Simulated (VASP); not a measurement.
Input of a VASP 6.6.1 run:

File POSCAR:

```
ZnS
1.0
    7.6108560439      0.0000000000      0.0000000000
   -3.8054280220      6.5911946786      0.0000000000
    0.0000000000      0.0000000000      6.2440175251
Zn S
8 8
Direct
    0.1763964497      0.3530554192     -0.0023185393
    0.3567021766      0.1580807503      0.5084016800
    0.1692655834      0.8070345756      0.0091023127
    0.3231346660      0.6769589153      0.5162338169
    0.6630586211      0.3474814676      0.0088007440
    0.8429670486      0.1697109636      0.4926784699
    0.6784984414      0.8462151813      0.0151823725
    0.8585576892      0.6729066909      0.4865902422
    0.1563356653      0.3447463033      0.3690888103
    0.3263913040      0.1787901978      0.8752517074
    0.1884943466      0.8422498911      0.3659794340
    0.3377892064      0.6636478231      0.8680960581
    0.6828842709      0.3490705573      0.3789236642
    0.8275669287      0.1523157863      0.8707550833
    0.6594856264      0.8247319743      0.3894965045
    0.8510961565      0.6670887774      0.8746887686
```

INCAR.step1

```
SYSTEM = ZnS
ALGO = Normal
EDIFF = 1E-4
ENCUT = 520
GGA = PE
ISMEAR = -1
LASPH = .True.
LCHARG = .False.
LREAL = Auto
LWAVE = .True.
NBANDS = 86
NELM = 60
PREC = Accurate
SIGMA = 0.069
```

The input INCAR.step2:

```
SYSTEM = ZnS
ALGO = Normal
EDIFF = 1E-7
ENCUT = 520
ISIF = 2
ISMEAR = -1
ISTART = 1
LASPH = .True.
LCHARG = .True.
LELF = .True.
LMIXTAU = .True.
LREAL = Auto
LVHAR = .True.
LWAVE = .False.
METAGGA = R2SCAN
NBANDS = 86
NELM = 60
PREC = Accurate
SIGMA = 0.069
```

The input KPOINTS:

```
k-points
0
Gamma
  3 3 2
  0 0 0
```

Potentials or basis: VASP PAW PBE potentials, release 64 (Zn, S).

Launch:

```console
$ cat potpaw_PBE.64/Zn/POTCAR potpaw_PBE.64/S/POTCAR > POTCAR
$ cp INCAR.step1 INCAR
$ mpirun -np 1 vasp_std > vasp.out
$ cp INCAR.step2 INCAR
$ mpirun -np 1 vasp_std > vasp.out
```

Task: What does it give for the largest force?

Result: 1.467 eV/Å.

Task: What does it give for the pressure?

Result: 1.4 GPa.

Task: Predict the band gap on the k mesh.

Result: 2.65 eV, direct.

Stress tensor (GPa, compression positive):
```
 0.55  0.09 -0.13
 0.09  2.12 -0.63
-0.13 -0.63  1.43
```

Caveat: the k points lie up to 0.50 Å⁻¹ apart; the PAW data sets were made with another functional, which shifts forces and pressure a little. r2SCAN opens gaps a little over a GGA but as a rule still falls short of measured ones.
